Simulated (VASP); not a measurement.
Wanted: the native input for a VASP 6.6.1 run.

* Task: single point
* Functional: PBE-based global hybrid with 20 % exact exchange
* Potentials or basis: VASP PAW PBE potentials, release 64 (Zr_sv, O)
* Cutoff: 520 eV
* k mesh: 4 × 4 × 4
* Occupations: gaussian, width 0.01 eV
* Spin: no spin polarisation
* Dipole correction: no
* Grid for exact exchange (PRECFOCK): Normal
* Share of exact exchange: 0.2
* Further INCAR settings: ALGO = Normal; EDIFF = 1e-06; NBANDS = 19

The system is ZrO2.

```
Zr O
1.0
     0.00000    2.53500    2.53500
     2.53500    0.00000    2.53500
     2.53500    2.53500    0.00000
Zr O
1 2
Direct
  0.00000 0.00000 0.00000
  0.25000 0.25000 0.25000
  0.75000 0.75000 0.75000
```

One way to write it, as run:

POSCAR

```
ZrO2
1.0
    0.0000000000      2.5350000000      2.5350000000
    2.5350000000      0.0000000000      2.5350000000
    2.5350000000      2.5350000000      0.0000000000
Zr O
1 2
Direct
    0.0000000000      0.0000000000      0.0000000000
    0.2500000000      0.2500000000      0.2500000000
    0.7500000000      0.7500000000      0.7500000000
```

INCAR.step1

```
PREC = Accurate
ENCUT = 520
EDIFF = 1E-5
ISMEAR = 0
SIGMA = 0.01
LREAL = F
LASPH = T
NELM = 120
ALGO = Normal
ISIF = 2
LWAVE = T
LCHARG = F
GGA = PE
NBANDS = 19
GGA_COMPAT = F
```

INCAR.step2

```
PREC = Accurate
ENCUT = 520
EDIFF = 1E-6
ISMEAR = 0
SIGMA = 0.01
LREAL = F
LASPH = T
NELM = 120
ALGO = Normal
ISIF = 2
LWAVE = F
LCHARG = F
GGA = PE
LHFCALC = T
AEXX = 0.2
PRECFOCK = Normal
ISTART = 1
NBANDS = 19
GGA_COMPAT = F
```

KPOINTS

```
regular mesh
0
Gamma
  4 4 4
```

Potentials or basis: VASP PAW PBE potentials, release 64 (Zr_sv, O).

Command:

```console
$ cat potpaw_PBE.64/Zr_sv/POTCAR potpaw_PBE.64/O/POTCAR > POTCAR
$ cp INCAR.step1 INCAR
$ mpirun -np 1 vasp_std > vasp.out
$ cp INCAR.step2 INCAR
$ mpirun -np 1 vasp_std > vasp.out
```

It gave:

```json
{"Pressure": "1.7 GPa", "Band gap on the k mesh": "5.30 eV (least direct gap 5.72 eV)"}
```

Caveat: the k points lie up to 0.54 Å⁻¹ apart; the PAW data sets were made with another functional, which shifts forces and pressure a little.

It took 8 min on 1 thread of Intel Xeon 8259CL (shared host), peak memory 0.17 GiB.
